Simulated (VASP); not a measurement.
Runs of VASP 6.6.1 on HfPt2. The structure is that of space group P4_2/mnm (No. 136), or close to it. The cells are those of the table. 

| task | cell | k mesh | cutoff (eV) | gap on the mesh (eV) | pressure (GPa) | relaxed volume (Å³/atom) | largest force (eV/Å) |
| --- | --- | --- | --- | --- | --- | --- | --- |
| relaxation of cell and atoms | relaxed from a = 5.552, b = 5.552, c = 4.607 Å, 6 atoms | 6 × 6 × 8 | 600 | none | 0.0 | (c) | - |
| single point | a = 5.594, b = 5.594, c = 4.565 Å, 6 atoms | 6 × 6 × 8 | 520 | none | -0.7 | - | 0.01 |
| single point | a = 5.552, b = 5.552, c = 4.607 Å, 6 atoms | 4 × 4 × 6 | 520 | none | -0.6 | - | (b) |
| single point | a = 5.485, b = 5.485, c = 3.533 Å, 6 atoms | 4 × 4 × 6 | 520 | none | 66.7 | - | (a) |
| relaxation of cell and atoms | relaxed from a = 5.485, b = 5.485, c = 3.533 Å, 6 atoms | 4 × 4 × 6 | 600 | none | -0.2 | 23.60 | 0.02 |

Alike in all rows: level PBE; potentials or basis VASP PAW PBE potentials, release 64 (Hf_pv, Pt); no spin polarisation; smearing gaussian 0.1 eV.

Task: Estimate the missing entries.

Result: (a) 2.43; (b) 0.06; (c) 23.65.

Caveats: spin-orbit coupling is left out, which moves the levels of the heavy elements; forces of over 1 eV/Å act on the atoms, so gaps and moduli don't describe the material at rest (some runs); the volume moved by over 15 % at a fixed basis, so the end points are rough (some runs).

A k mesh can miss the band edges, and the runs leave out spin-orbit coupling on Hf, Pt.

A gap of «none» marks levels without a gap at the run's occupations.
